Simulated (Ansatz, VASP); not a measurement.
**PtRhC6N6 in VASP and in Ansatz**

INCAR

```
PREC = Accurate
ENCUT = 520
EDIFF = 1E-6
ISMEAR = 0
SIGMA = 0.1
LREAL = False
LASPH = True
NELM = 150
ALGO = Normal
ISIF = 2
LWAVE = False
LCHARG = False
ISPIN = 2
MAGMOM = 1 0 0 0 0 0 0 0 0 0 0 0 0 0
LORBIT = 11
LMAXMIX = 4
GGA = PE
NBANDS = 56
```

KPOINTS

```
regular mesh
0
Gamma
  4 4 4
```

Contents of POSCAR:

```
PtRhC6N6
1.0
    0.0000000000      5.0945000000      5.0945000000
    5.0945000000      0.0000000000      5.0945000000
    5.0945000000      5.0945000000      0.0000000000
Rh Pt C N
1 1 6 6
Direct
    0.5000000000      0.5000000000      0.5000000000
    0.0000000000      0.0000000000      0.0000000000
    0.8118559200      0.1881440800      0.1881440800
    0.1881440800      0.8118559200      0.1881440800
    0.1881440800      0.1881440800      0.8118559200
    0.1881440800      0.8118559200      0.8118559200
    0.8118559200      0.1881440800      0.8118559200
    0.8118559200      0.8118559200      0.1881440800
    0.6970262000      0.3029738000      0.3029738000
    0.3029738000      0.6970262000      0.3029738000
    0.3029738000      0.3029738000      0.6970262000
    0.3029738000      0.6970262000      0.6970262000
    0.6970262000      0.3029738000      0.6970262000
    0.6970262000      0.6970262000      0.3029738000
```

Input for Ansatz:

```yaml
crystal:
  lattice:
    - [0.0, 5.0945, 5.0945]
    - [5.0945, 0.0, 5.0945]
    - [5.0945, 5.0945, 0.0]
  atoms:
    - { symbol: Rh, position: [0.5, 0.5, 0.5], spin: 1.0 }
    - { symbol: Pt, position: [0.0, 0.0, 0.0] }
    - { symbol: C, position: [0.81185592, 0.18814408, 0.18814408] }
    - { symbol: C, position: [0.18814408, 0.81185592, 0.18814408] }
    - { symbol: C, position: [0.18814408, 0.18814408, 0.81185592] }
    - { symbol: C, position: [0.18814408, 0.81185592, 0.81185592] }
    - { symbol: C, position: [0.81185592, 0.18814408, 0.81185592] }
    - { symbol: C, position: [0.81185592, 0.81185592, 0.18814408] }
    - { symbol: "N", position: [0.6970262, 0.3029738, 0.3029738] }
    - { symbol: "N", position: [0.3029738, 0.6970262, 0.3029738] }
    - { symbol: "N", position: [0.3029738, 0.3029738, 0.6970262] }
    - { symbol: "N", position: [0.3029738, 0.6970262, 0.6970262] }
    - { symbol: "N", position: [0.6970262, 0.3029738, 0.6970262] }
    - { symbol: "N", position: [0.6970262, 0.6970262, 0.3029738] }
basis:
  ecutwfc: 420
kpoints:
  mp_grid: { grid: [4, 4, 4] }
hamiltonian:
  xc: pbe
scf:
  occupations: { method: gaussian, width: 0.1 }
  lower_state_search: "off"
output:
  forces: true
  stress: true
  eigenvalues: true
  populations: true
magnetization:
  spin_polarized: true
```

Alike in both runs: task single point; functional PBE; k mesh 4 × 4 × 4; occupations gaussian, width 0.1 eV; collinear spin.

|  | VASP | Ansatz |
| --- | --- | --- |
| version | VASP 6.6.1 | Ansatz 0.2.0 |
| potentials or method | VASP PAW PBE potentials, release 64 (Rh_pv, Pt, C, N), cutoff 520 eV | scalar-relativistic, plane waves, PAW |
| valence electrons in the cell | 79 | 89 |

Ansatz gave:

```
gap on the k mesh at the Fermi level (eV)                     : none
pressure (GPa)                                                : 8.3
rms of the force components (eV/Å)                            : 1.555
net moment per atom (μB)                                      : 0.07
size of the moment on the site where the two differ most (μB) : 0.56
```

Q: Estimate VASP's values.

A: gap on the k mesh at the Fermi level (eV): none; pressure (GPa): 8.5; rms of the force components (eV/Å): 1.363; net moment per atom (μB): 0.07; size of the moment on the site where the two differ most (μB): 0.63.

Site moments also hang on the region over which each program counts them. Atom by atom the forces differ by 0.206 eV/Å (rms over components). A gap of «none» marks a metal or a gap that the smearing closes. The functional is the same, so the differences come from potentials, cutoffs and numerics. VASP's potentials hold 79 valence electrons a cell and Ansatz's 89, so a difference there can come from the potentials and not from the codes.

Spin-orbit coupling is off throughout. Noted on VASP's run: the standard files for N, O and F lose accuracy on very short bonds.
